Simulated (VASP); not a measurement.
# CdTe (F-43m) in VASP: a series of runs

Aim: see how the results for CdTe move with the level of theory and the settings. Levels: BLYP, revPBE. Tasks: single point.

Everything below comes from runs of VASP 6.6.1. Logs are shortened: lines on timing, memory, paths and dates and some standing lists are left out, and cuts for length are marked.

**1. The cell of the first run**

The structure is cubic, space group F-43m (No. 216). Conventional cell: a = 6.808 Å, b = 6.808 Å, c = 6.808 Å, α = 90.00°, β = 90.00°, γ = 90.00°. Within 3.9 Å of Cd (site symmetry -43m) lie 4 Te at 2.95 Å. Within 3.9 Å of Te (site symmetry -43m) lie 4 Cd at 2.95 Å.

**2. Single point, BLYP (volume scaled by 1.02)**

Input file INCAR:

```
SYSTEM = CdTe
  PREC = Accurate
  ENCUT = 520
  EDIFF = 1E-6
  ISMEAR = 0
  SIGMA = 0.05
  LREAL = .FALSE.
  LASPH = .TRUE.
  NELM = 100
  ALGO = Normal
  ISIF = 2
  LWAVE = .FALSE.
  LCHARG = .TRUE.
  GGA = B5
  ALDAX = 1.0
  AGGAX = 1.0
  AGGAC = 1.0
  ALDAC = 0.0
  LELF = .TRUE.
  LVHAR = .TRUE.
  NBANDS = 16
```

Input file KPOINTS:

```
Automatic mesh
0
G
  6 6 6
  0 0 0
```

Input file POSCAR:

```
CdTe
1.0
    0.0000000000      3.4038677913      3.4038677913
    3.4038677913      0.0000000000      3.4038677913
    3.4038677913      3.4038677913      0.0000000000
Cd Te
1 1
Direct
    0.0000000000      0.0000000000      0.0000000000
    0.2500000000      0.2500000000      0.2500000000
```

Potentials or basis: VASP PAW PBE potentials, release 64 (Cd, Te).

Command:

```bash
cat potpaw_PBE.64/Cd/POTCAR potpaw_PBE.64/Te/POTCAR > POTCAR
mpirun -np 1 vasp_std > vasp.out
```

OUTCAR:

```text
SYSTEM = CdTe
   PREC = Accurate
   ENCUT = 520
   EDIFF = 1E-6
   ISMEAR = 0
   LREAL = .FALSE.
   LASPH = .TRUE.
   NELM = 100
   ISIF = 2
   GGA = B5

 ion  position               nearest neighbor table
   1  0.000  0.000  0.000-   2 2.95   2 2.95   2 2.95   2 2.95
   2  0.250  0.250  0.250-   1 2.95   1 2.95   1 2.95   1 2.95

  LATTYP: Found a face centered cubic cell.
 ALAT       =     6.8077355826

  Lattice vectors:

 A1 = (   0.0000000000,   3.4038677913,   3.4038677913)
 A2 = (   3.4038677913,   0.0000000000,   3.4038677913)
 A3 = (   3.4038677913,   3.4038677913,   0.0000000000)

Analysis of symmetry for initial positions (statically):
=====================================================================
 Subroutine PRICEL returns:
 Original cell was already a primitive cell.

 Routine SETGRP: Setting up the symmetry group for a
 face centered cubic supercell.

 Subroutine GETGRP returns: Found 24 space group operations
 (whereof 24 operations were pure point group operations)
 out of a pool of 48 trial point group operations.

The static configuration has the point symmetry T_d .

Analysis of symmetry for dynamics (positions and initial velocities):
=====================================================================
 Subroutine PRICEL returns:
 Original cell was already a primitive cell.

 Routine SETGRP: Setting up the symmetry group for a
 face centered cubic supercell.

 Subroutine GETGRP returns: Found 24 space group operations
 (whereof 24 operations were pure point group operations)
 out of a pool of 48 trial point group operations.

The dynamic configuration has the point symmetry T_d .

 Subroutine INISYM returns: Found 24 space group operations
 (whereof 24 operations are pure point group operations),
 and found     1 'primitive' translations

----------------------------------------------------------------------------------------

                                     Primitive cell

  volume of cell :      78.8766

  direct lattice vectors                    reciprocal lattice vectors
     0.000000000  3.403867791  3.403867791    -0.146891722  0.146891722  0.146891722
     3.403867791  0.000000000  3.403867791     0.146891722 -0.146891722  0.146891722
     3.403867791  3.403867791  0.000000000     0.146891722  0.146891722 -0.146891722

  length of vectors
     4.813795995  4.813795995  4.813795995     0.254423925  0.254423925  0.254423925

  position of ions in fractional coordinates (direct lattice)
     0.000000000  0.000000000  0.000000000
     0.250000000  0.250000000  0.250000000

  ion indices of the primitive-cell ions
   primitive index   ion index
                 1           1
                 2           2

----------------------------------------------------------------------------------------

 KPOINTS: Automatic mesh

Automatic generation of k-mesh.
 Grid dimensions read from file:
 generate k-points for:    6    6    6

 Generating k-lattice:

  Cartesian coordinates                     Fractional coordinates (reciprocal lattice)
    -0.024481954  0.024481954  0.024481954     0.166666667  0.000000000  0.000000000
     0.024481954 -0.024481954  0.024481954     0.000000000  0.166666667  0.000000000
     0.024481954  0.024481954 -0.024481954     0.000000000  0.000000000  0.166666667

  Length of vectors
     0.042403988  0.042403988  0.042403988

  Shift w.r.t. Gamma in fractional coordinates (k-lattice)
     0.000000000  0.000000000  0.000000000

 Subroutine IBZKPT returns following result:
 ===========================================

 Found     16 irreducible k-points:

 Following reciprocal coordinates:
            Coordinates               Weight
  0.000000  0.000000  0.000000      1.000000
  0.166667  0.000000  0.000000      8.000000
  0.333333  0.000000  0.000000      8.000000
  0.500000  0.000000  0.000000      4.000000
  0.166667  0.166667  0.000000      6.000000
  0.333333  0.166667  0.000000     24.000000
[... 8 lines left out ...]
 -0.333333  0.333333  0.166667     24.000000
 -0.333333  0.500000  0.166667     12.000000
   k-points           NKPTS =     16   k-points in BZ     NKDIM =     16   number of bands    NBANDS=     16
   number of dos      NEDOS =    301   number of ions     NIONS =      2
   total plane-waves  NPLWV =  46656
   dimension x,y,z NGX =    36 NGY =   36 NGZ =   36
   dimension x,y,z NGXF=    72 NGYF=   72 NGZF=   72
   ions per type =               1   1
   NGX,Y,Z   is equivalent  to a cutoff of  12.43, 12.43, 12.43 a.u.
   NGXF,Y,Z  is equivalent  to a cutoff of  24.87, 24.87, 24.87 a.u.
 SYSTEM =  CdTe
   PREC   = accura    normal or accurate (medium, high low for compatibility)
   ISTART =      0    job   : 0-new  1-cont  2-samecut
   ICHARG =      2    charge: 1-file 2-atom 10-const
   ISPIN  =      1    spin polarized calculation?
   LNONCOLLINEAR =      F non collinear calculations
   LSORBIT =      F    spin-orbit coupling
   LASPH  =      T    aspherical Exc in radial PAW
   ENCUT  =  520.0 eV  38.22 Ry    6.18 a.u.   8.95  8.95  8.95*2*pi/ulx,y,z
   NELM   =    100;   NELMIN=  2; NELMDL= -5     # of ELM steps
   EDIFF  = 0.1E-05   stopping-criterion for ELM
   LREAL  =      F    real-space projection
   EDIFFG = 0.1E-04   stopping-criterion for IOM
   NSW    =      0    number of steps for IOM
   IBRION =     -1    ionic relax: 0-MD 1-quasi-New 2-CG
   NFREE  =      0    steps in history (QN), initial steepest desc. (CG)
   ISIF   =      2    stress and relaxation
   ISYM   =      2    0-nonsym 1-usesym 2-fastsym
   POTIM  = 0.5000    time-step for ionic-motion
   TEBEG  =    0.0;   TEEND  =   0.0 temperature during run
   PSTRESS=    0.0 pullay stress
   NELECT =      18.0000    total number of electrons
   NUPDOWN=      -1.0000    fix difference up-down
   EMIN   =  10.00;   EMAX   =-10.00  energy-range for DOS
   EFERMI =   0.00;   METHOD = LEGACY
   ISMEAR =     0;   SIGMA  =   0.05  broadening in eV -4-tet -1-fermi 0-gaus
   EFERMI_NEDOS =   21; number of points for ismear=-14 and -15
   IALGO  =     38    algorithm
   IMIX   =      4    mixing-type and parameters
     AMIX     =   0.40;   BMIX     =  1.00
     AMIX_MAG =   1.60;   BMIX_MAG =  1.00
  volume/ion in A,a.u.               =      39.44       266.14
  Fermi-wavevector in a.u.,A,eV,Ry     =   1.000421  1.890522 13.617296  1.000843
  Thomas-Fermi vector in A             =   2.132777
   LORBIT       =      0    0 simple, 1 ext, 2 COOP (PROOUT), +10 PAW based schemes
   GGA     = B5    functional components
   LHFCALC =     F    Hartree Fock is set to
   AEXX    =    0.0000 exact exchange contribution
   IVDW    =     0    specifies the selected vdW correction
   LEPSILON=     F    determine dielectric tensor
   LRPA    =     F    only Hartree local field effects (RPA)
 non-spin polarized calculation
 Gauss-broadening in eV      SIGMA  =   0.05
  energy-cutoff  :      520.00
  volume of cell :       78.88
 maximum number of plane-waves:      2158
   NGX = 17   NGY = 17   NGZ = 17

 number of electron      17.9999996 magnetization

 Free energy of the ion-electron system (eV)
  ---------------------------------------------------
  ext. energy  EPLUGINS =         0.00000000
  ---------------------------------------------------
  free energy    TOTEN  =        -3.82429706 eV

  energy without entropy =       -3.82429644  energy(sigma->0) =       -3.82429675

 E-fermi :   1.6537     XC(G=0):  -7.4794

 val. band max:        1.5203664435   @ k =   0.0000   0.0000   0.0000
 cond. band min:       1.7769713890   @ k =   0.0000   0.0000   0.0000
 fundamental gap:      0.2566049454
 Fermi energy:         1.6536831582

 k-point     1 :       0.0000    0.0000    0.0000
  band No.  band energies     occupation
      1      -8.9424      2.00000
      2      -6.4296      2.00000
      3      -6.4296      2.00000
      4      -6.4296      2.00000
      5      -6.2647      2.00000
      6      -6.2647      2.00000
[... 8 lines left out ...]
     15      10.7040      0.00000
     16      10.7040      0.00000

 k-point     2 :       0.1667    0.0000    0.0000
  band No.  band energies     occupation
      1      -8.8748      2.00000
      2      -6.4179      2.00000
      3      -6.4179      2.00000
      4      -6.3618      2.00000
      5      -6.2652      2.00000
      6      -6.2652      2.00000
[... 8 lines left out ...]
     15       9.9910      0.00000
     16       9.9910      0.00000

 k-point     3 :       0.3333    0.0000    0.0000
  band No.  band energies     occupation
      1      -8.7414      2.00000
      2      -6.3977      2.00000
      3      -6.3977      2.00000
      4      -6.2626      2.00000
      5      -6.2626      2.00000
      6      -6.1651      2.00000
[... 8 lines left out ...]
     15      10.2996      0.00000
     16      10.2996      0.00000

 k-point     4 :       0.5000    0.0000    0.0000
  band No.  band energies     occupation
      1      -8.6765      2.00000
      2      -6.3896      2.00000
      3      -6.3896      2.00000
      4      -6.2589      2.00000
      5      -6.2589      2.00000
      6      -6.0187      2.00000
[... 8 lines left out ...]
     15      11.5236      0.00000
     16      11.5236      0.00000
[... 172 lines left out ...]
 k-point    14 :       0.5000    0.3333    0.1667
  band No.  band energies     occupation
      1      -8.6570      2.00000
      2      -6.3704      2.00000
      3      -6.3636      2.00000
      4      -6.2861      2.00000
      5      -6.2561      2.00000
      6      -6.0266      2.00000
[... 8 lines left out ...]
     15      11.3611      0.00000
     16      12.3327      0.00000

 k-point    15 :      -0.3333    0.3333    0.1667
  band No.  band energies     occupation
      1      -8.6160      2.00000
      2      -6.3651      2.00000
      3      -6.3547      2.00000
      4      -6.2783      2.00000
      5      -6.2611      2.00000
      6      -5.9189      2.00000
[... 8 lines left out ...]
     15      11.5966      0.00000
     16      12.1465      0.00000

 k-point    16 :      -0.3333    0.5000    0.1667
  band No.  band energies     occupation
      1      -8.5959      2.00000
      2      -6.3496      2.00000
      3      -6.3429      2.00000
      4      -6.2920      2.00000
      5      -6.2552      2.00000
      6      -5.8895      2.00000
[... 8 lines left out ...]
     15      12.0316      0.00000
     16      12.4205      0.00000

------------------------ aborting loop because EDIFF is reached ----------------------------------------

  FORCE on cell =-STRESS in cart. coord.  units (eV):
  Direction    XX          YY          ZZ          XY          YZ          ZX
  --------------------------------------------------------------------------------------
  -------------------------------------------------------------------------------------
  Total       -0.1908522     -0.1908522     -0.1908522      0.0000000      0.0000000     -0.0000000
  in kB       -3.8766772     -3.8766772     -3.8766772      0.0000000      0.0000000     -0.0000000
  external PRESSURE =      -3.8766772 kB  Pullay stress =       0.0000000 kB

 VOLUME and BASIS-vectors are now :
 -----------------------------------------------------------------------------
  energy-cutoff  :      520.00
  volume of cell :       78.88
      direct lattice vectors                 reciprocal lattice vectors
     0.000000000  3.403867791  3.403867791    -0.146891722  0.146891722  0.146891722
     3.403867791  0.000000000  3.403867791     0.146891722 -0.146891722  0.146891722
     3.403867791  3.403867791  0.000000000     0.146891722  0.146891722 -0.146891722

 POSITION                                       TOTAL-FORCE (eV/Angst)
 -----------------------------------------------------------------------------------
      0.00000      0.00000      0.00000        -0.000000     -0.000000      0.000000
      1.70193      1.70193      1.70193         0.000000      0.000000     -0.000000
 -----------------------------------------------------------------------------------
    total drift:                                0.000001      0.000001      0.000001

  FREE ENERGIE OF THE ION-ELECTRON SYSTEM (eV)
  ---------------------------------------------------
  free  energy   TOTEN  =        -3.8242970602 eV

  energy  without entropy=       -3.8242964411  energy(sigma->0) =       -3.82429675
```

Wall time 56 s (1 thread of Intel Xeon 8259CL, shared host); peak memory 0.21 GiB.

Results:

```
Free energy            : -3.8243 eV
Pressure               : -0.4 GPa
Band gap on the k mesh : 0.26 eV, direct
```

Caveat: the PAW data sets were made with another functional, which shifts forces and pressure a little; spin-orbit coupling is left out, which moves the levels of the heavy elements.

**3. Single point, revPBE (volume scaled by 1.02)**

Input file INCAR:

```
SYSTEM = CdTe
PREC = Accurate
ENCUT = 520
EDIFF = 1E-6
ISMEAR = 0
SIGMA = 0.05
LREAL = .FALSE.
LASPH = .TRUE.
NELM = 100
ALGO = Normal
ISIF = 2
LWAVE = .FALSE.
LCHARG = .TRUE.
GGA = RE
LELF = .TRUE.
LVHAR = .TRUE.
NBANDS = 16
```

Input file KPOINTS:

```
regular mesh
0
G
  6 6 6
  0 0 0
```

Input file POSCAR:

```
CdTe
1.0
    0.0000000000      3.3687162770      3.3687162770
    3.3687162770      0.0000000000      3.3687162770
    3.3687162770      3.3687162770      0.0000000000
Cd Te
1 1
Direct
    0.0000000000      0.0000000000      0.0000000000
    0.2500000000      0.2500000000      0.2500000000
```

Potentials or basis: VASP PAW PBE potentials, release 64 (Cd, Te).

Command:

```bash
cat potpaw_PBE.64/Cd/POTCAR potpaw_PBE.64/Te/POTCAR > POTCAR
mpirun -np 1 vasp_std > vasp.out
```

OUTCAR:

```text
SYSTEM = CdTe
   PREC = Accurate
   ENCUT = 520
   EDIFF = 1E-6
   ISMEAR = 0
   LREAL = .FALSE.
   LASPH = .TRUE.
   NELM = 100
   ISIF = 2
   GGA = RE

 ion  position               nearest neighbor table
   1  0.000  0.000  0.000-   2 2.92   2 2.92   2 2.92   2 2.92
   2  0.250  0.250  0.250-   1 2.92   1 2.92   1 2.92   1 2.92

  LATTYP: Found a face centered cubic cell.
 ALAT       =     6.7374325540

  Lattice vectors:

 A1 = (   0.0000000000,   3.3687162770,   3.3687162770)
 A2 = (   3.3687162770,   0.0000000000,   3.3687162770)
 A3 = (   3.3687162770,   3.3687162770,   0.0000000000)

Analysis of symmetry for initial positions (statically):
=====================================================================
 Subroutine PRICEL returns:
 Original cell was already a primitive cell.

 Routine SETGRP: Setting up the symmetry group for a
 face centered cubic supercell.

 Subroutine GETGRP returns: Found 24 space group operations
 (whereof 24 operations were pure point group operations)
 out of a pool of 48 trial point group operations.

The static configuration has the point symmetry T_d .

Analysis of symmetry for dynamics (positions and initial velocities):
=====================================================================
 Subroutine PRICEL returns:
 Original cell was already a primitive cell.

 Routine SETGRP: Setting up the symmetry group for a
 face centered cubic supercell.

 Subroutine GETGRP returns: Found 24 space group operations
 (whereof 24 operations were pure point group operations)
 out of a pool of 48 trial point group operations.

The dynamic configuration has the point symmetry T_d .

 Subroutine INISYM returns: Found 24 space group operations
 (whereof 24 operations are pure point group operations),
 and found     1 'primitive' translations

----------------------------------------------------------------------------------------

[... 101 lines left out ...]
   IMIX   =      4    mixing-type and parameters
     AMIX     =   0.40;   BMIX     =  1.00
     AMIX_MAG =   1.60;   BMIX_MAG =  1.00
  volume/ion in A,a.u.               =      38.23       257.98
  Fermi-wavevector in a.u.,A,eV,Ry     =   1.010861  1.910249 13.902963  1.021839
  Thomas-Fermi vector in A             =   2.143875
   LORBIT       =      0    0 simple, 1 ext, 2 COOP (PROOUT), +10 PAW based schemes
   GGA     = RE    functional components
   LHFCALC =     F    Hartree Fock is set to
   AEXX    =    0.0000 exact exchange contribution
   IVDW    =     0    specifies the selected vdW correction
   LEPSILON=     F    determine dielectric tensor
   LRPA    =     F    only Hartree local field effects (RPA)
 non-spin polarized calculation
 Gauss-broadening in eV      SIGMA  =   0.05
  energy-cutoff  :      520.00
  volume of cell :       76.46
 maximum number of plane-waves:      2085
   NGX = 17   NGY = 17   NGZ = 17

 number of electron      17.9999993 magnetization

 Free energy of the ion-electron system (eV)
  ---------------------------------------------------
  ext. energy  EPLUGINS =         0.00000000
  ---------------------------------------------------
  free energy    TOTEN  =        -4.25591305 eV

  energy without entropy =       -4.25591305  energy(sigma->0) =       -4.25591305

 E-fermi :   1.7383     XC(G=0):  -7.8960

 val. band max:        1.4546721576   @ k =   0.0000   0.0000   0.0000
 cond. band min:       1.9907868738   @ k =   0.0000   0.0000   0.0000
 fundamental gap:      0.5361147162
 Fermi energy:         1.7383393639

 k-point     1 :       0.0000    0.0000    0.0000
  band No.  band energies     occupation
      1      -9.0877      2.00000
      2      -6.5122      2.00000
      3      -6.5122      2.00000
      4      -6.5122      2.00000
      5      -6.3301      2.00000
      6      -6.3301      2.00000
[... 281 lines left out ...]
      3      -6.4171      2.00000
      4      -6.3604      2.00000
      5      -6.3198      2.00000
      6      -5.9140      2.00000
[... 8 lines left out ...]
     15      12.0702      0.00000
     16      12.4405      0.00000

------------------------ aborting loop because EDIFF is reached ----------------------------------------

  FORCE on cell =-STRESS in cart. coord.  units (eV):
  Direction    XX          YY          ZZ          XY          YZ          ZX
  --------------------------------------------------------------------------------------
  -------------------------------------------------------------------------------------
  Total       -0.2459873     -0.2459873     -0.2459873      0.0000000      0.0000000     -0.0000000
  in kB       -5.1546595     -5.1546595     -5.1546595      0.0000000      0.0000000     -0.0000000
  external PRESSURE =      -5.1546595 kB  Pullay stress =       0.0000000 kB

 VOLUME and BASIS-vectors are now :
 -----------------------------------------------------------------------------
  energy-cutoff  :      520.00
  volume of cell :       76.46
      direct lattice vectors                 reciprocal lattice vectors
     0.000000000  3.368716277  3.368716277    -0.148424491  0.148424491  0.148424491
     3.368716277  0.000000000  3.368716277     0.148424491 -0.148424491  0.148424491
     3.368716277  3.368716277  0.000000000     0.148424491  0.148424491 -0.148424491

 POSITION                                       TOTAL-FORCE (eV/Angst)
 -----------------------------------------------------------------------------------
      0.00000      0.00000      0.00000         0.000000      0.000000      0.000000
      1.68436      1.68436      1.68436        -0.000000     -0.000000     -0.000000
 -----------------------------------------------------------------------------------
    total drift:                               -0.000001     -0.000001     -0.000001

  FREE ENERGIE OF THE ION-ELECTRON SYSTEM (eV)
  ---------------------------------------------------
  free  energy   TOTEN  =        -4.2559130527 eV

  energy  without entropy=       -4.2559130527  energy(sigma->0) =       -4.25591305
```

It took 35 s on 1 thread of Intel Xeon 8259CL, shared host; peak memory 0.21 GiB.

What came out:

```
Free energy            : -4.2559 eV
Pressure               : -0.5 GPa
Band gap on the k mesh : 0.54 eV, direct
```

Levels at points of the mesh, in eV from the valence-band top:
| k point | band 6 | band 7 | band 8 | band 9 | band 10 | band 11 | band 12 | band 13 |
| --- | --- | --- | --- | --- | --- | --- | --- | --- |
| (0.00, 0.00, 0.00) | -7.78 | 0.00 | 0.00 | 0.00 | 0.54 | 4.71 | 4.71 | 4.71 |
| (0.50, 0.00, 0.00) | -7.51 | -3.77 | -0.61 | -0.61 | 1.78 | 5.27 | 5.27 | 7.08 |
| (0.50, 0.50, 0.00) | -7.41 | -3.75 | -1.49 | -1.49 | 2.72 | 2.98 | 8.41 | 8.61 |

Caveat: the PAW data sets were made with another functional, which shifts forces and pressure a little; spin-orbit coupling is left out, which moves the levels of the heavy elements.
